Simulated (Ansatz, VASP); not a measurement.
# One calculation of Ti4O, two programs

Contents of INCAR:

```
SYSTEM = Ti4O
PREC = Accurate ; ENCUT = 520
EDIFF = 1E-6 ; ISMEAR = 0
SIGMA = 0.1 ; LREAL = .False.
LASPH = .True. ; NELM = 60
ALGO = Normal ; ISIF = 2
LWAVE = .False. ; LCHARG = .False.
LDIPOL = .True. ; IDIPOL = 3
DIPOL = 0.5 0.5 0.492 ; GGA = PS
NBANDS = 35
```

KPOINTS

```
regular mesh
0
Gamma
  12 12 1
  0 0 0
```

Contents of POSCAR:

```
Ti4O
1.0
    2.8679135954      0.0000000000      0.0000000000
   -1.4339567977      2.4836860295      0.0000000000
    0.0000000000      0.0000000000     26.0249249352
Ti O
4 1
Direct
    0.6666666667      0.3333333333      0.3266099719
    0.3333333333      0.6666666667      0.4165868556
    0.0000000000      0.0000000000      0.5080269110
    0.6666666667      0.3333333333      0.5921085072
    1.3333333333      0.6666666667      0.6161697654
```

Input for Ansatz:

```yaml
crystal:
  lattice:
    - [2.8679135954, 0.0, 0.0]
    - [-1.4339567977, 2.4836860295, 0.0]
    - [0.0, 0.0, 26.0249249352]
  atoms:
    - { symbol: Ti, position: [0.6666666667, 0.3333333333, 0.3266099719] }
    - { symbol: Ti, position: [0.3333333333, 0.6666666667, 0.4165868556] }
    - { symbol: Ti, position: [0.0, 0.0, 0.508026911] }
    - { symbol: Ti, position: [0.6666666667, 0.3333333333, 0.5921085072] }
    - { symbol: O, position: [1.3333333333, 0.6666666667, 0.6161697654] }
basis:
  ecutwfc: 420
kpoints:
  mp_grid: { grid: [12, 12, 1] }
hamiltonian:
  xc: pbesol
scf:
  occupations: { method: gaussian, width: 0.1 }
output:
  forces: true
  stress: true
  eigenvalues: true
  write_density: true
  write_potential: true
  elf: true
  volumetric_format: npy
efield:
  axis: 3
  dipole_correction: true
  ramp_width: 0.04
```

Alike in both runs: task single point; functional PBEsol; k mesh 12 × 12 × 1; occupations gaussian, width 0.1 eV; no spin polarisation.

|  | VASP | Ansatz |
| --- | --- | --- |
| version | VASP 6.6.1 | Ansatz 0.2.0 |
| potentials or method | VASP PAW PBE potentials, release 64 (Ti_sv, O), cutoff 520 eV | scalar-relativistic, plane waves, PAW |
| valence electrons in the cell | 54 | 54 |

|  | VASP | Ansatz | Ansatz less VASP |
| --- | --- | --- | --- |
| gap on the k mesh at the Fermi level (eV) | none | none | - |
| rms of the force components (eV/Å) | 1.622 | 1.599 | -0.0234 |

VASP's potentials were made for PBE, not for PBEsol. Atom by atom the forces differ by 0.030 eV/Å (rms over components). A gap of «none» marks a metal or a gap that the smearing closes. Ansatz's warnings: xc potential rough in thin density.
